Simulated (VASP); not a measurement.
# C (Fd-3m) in VASP: notebook, part 2 of 2

VASP 6.6.1. Earlier steps stand in the parts before.

### Step 3. Relaxation of cell and atoms, r2SCAN, target pressure -2 GPa, at which the enthalpy is minimised

This run uses another cell than the first one, of 5.64 Å³/atom.

POSCAR

```
C
1.0
    1.7801407966      1.7801407966      0.0000000000
   -1.7801407966      1.7801407966      0.0000000000
    0.0000000000      1.7801407966      1.7801407966
C
2
Direct
    0.5000000000      0.5000000000      0.0000000000
    0.7500000000      0.2500000000      0.5000000000
```

INCAR.step1

```
SYSTEM = C
ALGO     = Normal         ! electronic algorithm
EDIFF    = 1E-4           ! SCF threshold, eV
ENCUT    = 600            ! plane-wave cutoff, eV
GGA      = PE             ! functional
ISMEAR   = 0              ! smearing method
LASPH    = .True.         ! aspherical terms in the spheres
LCHARG   = .False.        ! write CHGCAR
LREAL    = .False.        ! projectors in reciprocal space
LWAVE    = .True.         ! write WAVECAR
NELM     = 100            ! most SCF steps
PREC     = Accurate       ! precision mode
SIGMA    = 0.01           ! smearing width, eV
```

INCAR.step2

```
SYSTEM = C
ALGO     = Normal         ! electronic algorithm
EDIFF    = 1E-6           ! SCF threshold, eV
EDIFFG   = -0.002         ! ionic threshold
ENCUT    = 600            ! plane-wave cutoff, eV
IBRION   = 2              ! ionic algorithm
ISIF     = 3              ! what is computed and relaxed
ISMEAR   = 0              ! smearing method
ISTART   = 1            
LASPH    = .True.         ! aspherical terms in the spheres
LCHARG   = .False.        ! write CHGCAR
LMIXTAU  = .True.       
LREAL    = .False.        ! projectors in reciprocal space
LWAVE    = .False.        ! write WAVECAR
METAGGA  = R2SCAN         ! meta-GGA
NELM     = 100            ! most SCF steps
NSW      = 100            ! ionic steps
PREC     = Accurate       ! precision mode
PSTRESS  = -20.0        
SIGMA    = 0.01           ! smearing width, eV
```

KPOINTS

```
k-points
0
Gamma
  12 12 12
  0 0 0
```

Potentials or basis: VASP PAW PBE potentials, release 64 (C).

On the command line:

```
> cat potpaw_PBE.64/C/POTCAR > POTCAR
> cp INCAR.step1 INCAR
> mpirun -np 1 vasp_std > vasp.out
> cp INCAR.step2 INCAR
> mpirun -np 1 vasp_std > vasp.out
```

OUTCAR:

```text
SYSTEM = C
   EDIFF = 1E-6
   EDIFFG = -0.002
   ENCUT = 600
   IBRION = 2
   ISIF = 3
   ISMEAR = 0
   ISTART = 1
   LASPH = .True.
   LREAL = .False.
   METAGGA = R2SCAN
   NELM = 100
   NSW = 100
   PREC = Accurate
   PSTRESS = -20.0

 ion  position               nearest neighbor table
   1  0.500  0.500  0.000-   2 1.54   2 1.54   2 1.54   2 1.54
   2  0.750  0.250  0.500-   1 1.54   1 1.54   1 1.54   1 1.54

  LATTYP: Found a face centered cubic cell.
 ALAT       =     3.5602815932

  Lattice vectors:

 A1 = (   0.0000000000,   1.7801407966,   1.7801407966)
 A2 = (   1.7801407966,   0.0000000000,   1.7801407966)
 A3 = (   1.7801407966,   1.7801407966,   0.0000000000)

Analysis of symmetry for initial positions (statically):
=====================================================================
 Subroutine PRICEL returns:
 Original cell was already a primitive cell.

 Routine SETGRP: Setting up the symmetry group for a
 face centered cubic supercell.

 Subroutine GETGRP returns: Found 48 space group operations
 (whereof 24 operations were pure point group operations)
 out of a pool of 48 trial point group operations.

The static configuration has the point symmetry T_d .
 The point group associated with its full space group is O_h .

Analysis of symmetry for dynamics (positions and initial velocities):
=====================================================================
 Subroutine PRICEL returns:
 Original cell was already a primitive cell.

 Routine SETGRP: Setting up the symmetry group for a
 face centered cubic supercell.

 Subroutine GETGRP returns: Found 48 space group operations
 (whereof 24 operations were pure point group operations)
 out of a pool of 48 trial point group operations.

The dynamic configuration has the point symmetry T_d .
 The point group associated with its full space group is O_h .

 Subroutine INISYM returns: Found 48 space group operations
[... 127 lines left out ...]
   LRPA    =     F    only Hartree local field effects (RPA)
 conjugate gradient relaxation of ions
 non-spin polarized calculation
 Gauss-broadening in eV      SIGMA  =   0.01
  energy-cutoff  :      600.00
  volume of cell :       11.28
 maximum number of plane-waves:       388
   NGX =  9   NGY =  9   NGZ =  9

--------------------------------------- Ionic step        1  -------------------------------------------

 number of electron       7.9999999 magnetization

 Free energy of the ion-electron system (eV)
  ---------------------------------------------------
  ext. energy  EPLUGINS =         0.00000000
  ---------------------------------------------------
  free energy    TOTEN  =       -19.66400436 eV

  energy without entropy =      -19.66400436  energy(sigma->0) =      -19.66400436

------------------------ aborting loop because EDIFF is reached ----------------------------------------

  FORCE on cell =-STRESS in cart. coord.  units (eV):
  Direction    XX          YY          ZZ          XY          YZ          ZX
  --------------------------------------------------------------------------------------
  -------------------------------------------------------------------------------------
  Total        0.0247420      0.0247420      0.0247420     -0.0000000      0.0000000      0.0000000
  in kB        3.5135996      3.5135996      3.5135996     -0.0000000      0.0000000      0.0000000
  external PRESSURE =      23.5135996 kB  Pullay stress =     -20.0000000 kB
[... 63 lines left out ...]
--------------------------------------- Ionic step        3  -------------------------------------------

 number of electron       7.9999999 magnetization

 Free energy of the ion-electron system (eV)
  ---------------------------------------------------
  ext. energy  EPLUGINS =         0.00000000
  ---------------------------------------------------
  free energy    TOTEN  =       -19.66369390 eV

  energy without entropy =      -19.66369390  energy(sigma->0) =      -19.66369390

 E-fermi :   9.8357     XC(G=0): -14.2589

 val. band max:        9.7143426438   @ k =   0.0000   0.0000   0.0000
 cond. band min:      14.0574726525   @ k =  -0.3333   0.3333   0.0000
 fundamental gap:      4.3431300087
 Fermi energy:         9.8356745959

 k-point     1 :       0.0000    0.0000    0.0000
  band No.  band energies     occupation
      1     -12.9833      2.00000
      2       9.7143      2.00000
      3       9.7143      2.00000
      4       9.7143      2.00000
      5      15.5504      0.00000
      6      15.5504      0.00000
      7      15.5504      0.00000
      8      23.5364      0.00000
[... 243 lines left out ...]
 k-point    24 :      -0.4167    0.1667    0.0000
  band No.  band energies     occupation
      1      -8.6345      2.00000
      2      -0.6477      2.00000
      3       5.1600      2.00000
      4       5.4164      2.00000
      5      16.7121      0.00000
      6      21.3043      0.00000
      7      21.3494      0.00000
      8      23.1036      0.00000

 [... further k-points ...]

------------------------ aborting loop because EDIFF is reached ----------------------------------------

  FORCE on cell =-STRESS in cart. coord.  units (eV):
  Direction    XX          YY          ZZ          XY          YZ          ZX
  --------------------------------------------------------------------------------------
  -------------------------------------------------------------------------------------
  Total       -0.1420820     -0.1420820     -0.1420820      0.0000000      0.0000000     -0.0000000
  in kB      -20.0717557    -20.0717557    -20.0717557      0.0000000      0.0000000     -0.0000000
  external PRESSURE =      -0.0717557 kB  Pullay stress =     -20.0000000 kB
[... 21 lines left out ...]
  energy  without entropy=      -19.6636938974  energy(sigma->0) =      -19.66369390

  enthalpy is  TOTEN    =       -19.8052680070 eV   P V=       -0.1415741096

 reached required accuracy - stopping structural energy minimisation
```

Run time: 81 s. Hardware: 1 thread of Intel Xeon 8259CL, shared host; peak memory 0.12 GiB.

Results:

```
Free energy                                                : -19.6637 eV
Relaxed volume                                             : 5.67 Å³/atom
Relaxed cell                                               : a = 2.522 Å, b = 2.522 Å, c = 2.522 Å, α = 60.00°, β = 60.00°, γ = 90.00°
Space group after relaxing (to 0.1 Å)                      : Fd-3m (No. 227)
Energy change on relaxing (the run minimises the enthalpy) : +0.2 meV/atom
Ionic steps                                                : 3
Pressure after relaxing                                    : -2.0 GPa
Band gap on the k mesh                                     : 4.34 eV (least direct gap 5.84 eV)
```

The path:
| step | energy change (eV) | largest force (eV/Å) | pressure (GPa) | volume (Å³) |
| --- | --- | --- | --- | --- |
| 1 | 0.0000 | 0.0000 | 0.35 | 11.28 |
| 2 | 0.0020 | 0.0000 | -4.91 | 11.42 |
| 3 | 0.0003 | 0.0000 | -2.01 | 11.34 |

Final structure:
```
C
1.0
     1.78325    1.78325    0.00000
    -1.78325    1.78325    0.00000
     0.00000    1.78325    1.78325
C
2
Direct
  0.50000 0.50000 0.00000
  0.75000 0.25000 0.50000
```

Levels at points of the mesh, in eV from the valence-band top:
```tsv
k point	band 2	band 3	band 4	band 5	band 6	band 7
(0.00, 0.00, 0.00)	0.00	0.00	0.00	5.84	5.84	5.84
(0.50, 0.00, 0.00)	-14.05	-2.98	-2.98	8.88	8.88	9.13
(0.50, 0.50, 0.00)	-13.59	-6.66	-6.66	5.00	5.00	17.87
```

Caveat: the cell is relaxed towards a set pressure, so the run minimises the enthalpy, not the energy; the PAW data sets were made with another functional, which shifts forces and pressure a little.

### Step 4. Relaxation of cell and atoms, r2SCAN, target pressure 2 GPa, at which the enthalpy is minimised

This run uses another cell than the first one, of 5.64 Å³/atom.

POSCAR is that of step 3.

INCAR.step1

```
ALGO = Normal
EDIFF = 1E-4
ENCUT = 600
GGA = PE
ISMEAR = 0
LASPH = True
LCHARG = False
LREAL = False
LWAVE = True
NELM = 80
PREC = Accurate
SIGMA = 0.01
```

INCAR.step2

```
ALGO = Normal
EDIFF = 1E-6
EDIFFG = -0.002
ENCUT = 600
IBRION = 2
ISIF = 3
ISMEAR = 0
ISTART = 1
LASPH = True
LCHARG = False
LMIXTAU = True
LREAL = False
LWAVE = False
METAGGA = R2SCAN
NELM = 80
NSW = 100
PREC = Accurate
PSTRESS = 20.0
SIGMA = 0.01
```

KPOINTS

```
k-points
0
Gamma
  12 12 12
```

On the command line:

```
> cat potpaw_PBE.64/C/POTCAR > POTCAR
> cp INCAR.step1 INCAR
> mpirun -np 1 vasp_std > vasp.out
> cp INCAR.step2 INCAR
> mpirun -np 1 vasp_std > vasp.out
```

Run time: 62 s. Hardware: 1 thread of Intel Xeon 8259CL, shared host; peak memory 0.12 GiB.

The run converged. Its results:

```yaml
Free_energy: -19.6637 eV
Relaxed_volume: 5.62 Å³/atom
Relaxed_cell: a = 2.514 Å, b = 2.514 Å, c = 2.514 Å, α = 60.00°, β = 60.00°, γ = 90.00°
Space_group_after_relaxing_to_0.1_Å: Fd-3m (No. 227)
Energy_change_on_relaxing_the_run_minimises_the_enthalpy: +0.1 meV/atom
Ionic_steps: 3
Pressure_after_relaxing: 2.0 GPa
Band_gap_on_the_k_mesh: 4.36 eV (least direct gap 5.86 eV)
```

The path:
```
step  energy change (eV)  largest force (eV/Å)  pressure (GPa)  volume (Å³)
   1              0.0000                0.0000            0.35        11.28
   2              0.0013                0.0000            4.17        11.19
   3              0.0003                0.0000            2.00        11.24
```

Final structure:
```yaml
crystal:
  lattice:
    - [1.77798, 1.77798, 0.00000]
    - [-1.77798, 1.77798, 0.00000]
    - [0.00000, 1.77798, 1.77798]
  atoms:
    - { symbol: C, position: [0.50000, 0.50000, 0.00000] }
    - { symbol: C, position: [0.75000, 0.25000, 0.50000] }
```

Levels at points of the mesh, in eV from the valence-band top:
```
           k point  band 2  band 3  band 4  band 5  band 6  band 7
(0.00, 0.00, 0.00)    0.00    0.00    0.00    5.86    5.86    5.86
(0.50, 0.00, 0.00)  -14.15   -3.00   -3.00    8.91    8.91    9.26
(0.50, 0.50, 0.00)  -13.65   -6.72   -6.72    5.02    5.02   18.01
```

Caveat: the cell is relaxed towards a set pressure, so the run minimises the enthalpy, not the energy; the PAW data sets were made with another functional, which shifts forces and pressure a little.

### Step 5. Relaxation of cell and atoms, r2SCAN, target pressure 4 GPa, at which the enthalpy is minimised

This run uses another cell than the first one, of 5.64 Å³/atom.

POSCAR is that of step 4.

INCAR.step1

```
SYSTEM = C
  PREC = Accurate
  ENCUT = 600
  ISMEAR = 0
  SIGMA = 0.01
  LREAL = .FALSE.
  LASPH = .TRUE.
  NELM = 60
  GGA = PE
  ALGO = Normal
  EDIFF = 1E-4
  LWAVE = .TRUE.
  LCHARG = .FALSE.
```

INCAR.step2

```
SYSTEM = C
  PREC = Accurate
  ENCUT = 600
  EDIFF = 1E-6
  ISMEAR = 0
  SIGMA = 0.01
  LREAL = .FALSE.
  LASPH = .TRUE.
  NELM = 60
  ALGO = Normal
  ISIF = 3
  LWAVE = .FALSE.
  LCHARG = .FALSE.
  METAGGA = R2SCAN
  LMIXTAU = .TRUE.
  IBRION = 2
  NSW = 100
  EDIFFG = -0.002
  PSTRESS = 40.0
  ISTART = 1
```

KPOINTS

```
Automatic mesh
0
G
  12 12 12
  0 0 0
```

On the command line:

```
> cat potpaw_PBE.64/C/POTCAR > POTCAR
> cp INCAR.step1 INCAR
> mpirun -np 1 vasp_std > vasp.out
> cp INCAR.step2 INCAR
> mpirun -np 1 vasp_std > vasp.out
```

Wall time 64 s (1 thread of Intel Xeon 8259CL, shared host); peak memory 0.12 GiB.

Results (log left out):

* Free energy: -19.6628 eV
* Relaxed volume: 5.60 Å³/atom
* Relaxed cell: a = 2.511 Å, b = 2.511 Å, c = 2.511 Å, α = 60.00°, β = 60.00°, γ = 90.00°
* Space group after relaxing (to 0.1 Å): Fd-3m (No. 227)
* Energy change on relaxing (the run minimises the enthalpy): +0.6 meV/atom
* Ionic steps: 3
* Pressure after relaxing: 4.0 GPa
* Band gap on the k mesh: 4.37 eV (least direct gap 5.87 eV)

Step by step:
| step | energy change (eV) | largest force (eV/Å) | pressure (GPa) | volume (Å³) |
| --- | --- | --- | --- | --- |
| 1 | 0.0000 | 0.0000 | 0.35 | 11.28 |
| 2 | 0.0060 | 0.0000 | 9.03 | 11.07 |
| 3 | 0.0012 | 0.0000 | 4.01 | 11.19 |

Final structure:
```
C
1.0
     1.77540    1.77540    0.00000
    -1.77540    1.77540    0.00000
     0.00000    1.77540    1.77540
C
2
Direct
  0.50000 0.50000 0.00000
  0.75000 0.25000 0.50000
```

Levels at points of the mesh, in eV from the valence-band top:
```csv
k point,band 2,band 3,band 4,band 5,band 6,band 7
"(0.00, 0.00, 0.00)",0.00,0.00,0.00,5.87,5.87,5.87
"(0.50, 0.00, 0.00)",-14.20,-3.01,-3.01,8.93,8.93,9.32
"(0.50, 0.50, 0.00)",-13.69,-6.74,-6.74,5.03,5.03,18.08
```

Caveat: the cell is relaxed towards a set pressure, so the run minimises the enthalpy, not the energy; the PAW data sets were made with another functional, which shifts forces and pressure a little. A k mesh can miss the band edges.

### Step 6. The runs side by side

```csv
task,cell,cutoff (eV),gap on the mesh (eV),pressure (GPa)
single point,"a = 2.510 Å, angles 60.0, 60.0, 90.0°, 2 atoms",520,4.38,5.2
relaxation of cell and atoms,"relaxed to -2 GPa from a = 2.517 Å, angles 60.0, 60.0, 90.0°, 2 atoms",600,4.34,-2.0
relaxation of cell and atoms,"relaxed to 2 GPa from a = 2.517 Å, angles 60.0, 60.0, 90.0°, 2 atoms",600,4.36,2.0
relaxation of cell and atoms,"relaxed to 4 GPa from a = 2.517 Å, angles 60.0, 60.0, 90.0°, 2 atoms",600,4.37,4.0
```

Alike in all rows: level r2SCAN; potentials or basis VASP PAW PBE potentials, release 64 (C); no spin polarisation; k mesh 12 × 12 × 12; smearing gaussian 0.01 eV.

Caveats: the PAW data sets were made with another functional, which shifts forces and pressure a little; the cell is relaxed towards a set pressure, so the run minimises the enthalpy, not the energy (at least some runs); the cell stands under pressure (at least some runs).

Absolute energies hang on the potentials; compare differences alone.
